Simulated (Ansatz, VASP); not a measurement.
**Two plane-wave programs on Ga2S**

```
CELL_PARAMETERS angstrom
4.97505 0.00000 0.00000
0.00000 7.47630 0.00000
0.00000 0.00000 3.63591
ATOMIC_POSITIONS crystal
Ga 0.18358 0.36918 0.00000
Ga 0.81642 0.63082 0.00000
Ga 0.68358 0.13082 0.50000
Ga 0.31642 0.86918 0.50000
S 0.00000 0.00000 0.00000
S 0.50000 0.50000 0.50000
```

Alike in both runs: functional PBE; k mesh 8 × 6 × 10; occupations gaussian, width 0.1 eV; no spin polarisation.

Ansatz relaxed the structure, and its values are those at the end. VASP's run is a single point on that final structure, the one shown.

|  | VASP | Ansatz |
| --- | --- | --- |
| version | VASP 6.6.1 | Ansatz 0.2.0 |
| potentials or method | VASP PAW PBE potentials, release 64 (Ga_d, S), cutoff 520 eV | scalar-relativistic, plane waves, PAW |
| valence electrons in the cell | 64 | 64 |

|  | VASP | Ansatz | Ansatz less VASP |
| --- | --- | --- | --- |
| gap on the k mesh at the Fermi level (eV) | none | none | - |
| pressure (GPa) | 0.1 | 0.0 | -0.06 |
| rms of the force components (eV/Å) | 0.003 | 0.001 | -0.0026 |

A gap of «none» marks a metal or a gap that the smearing closes.
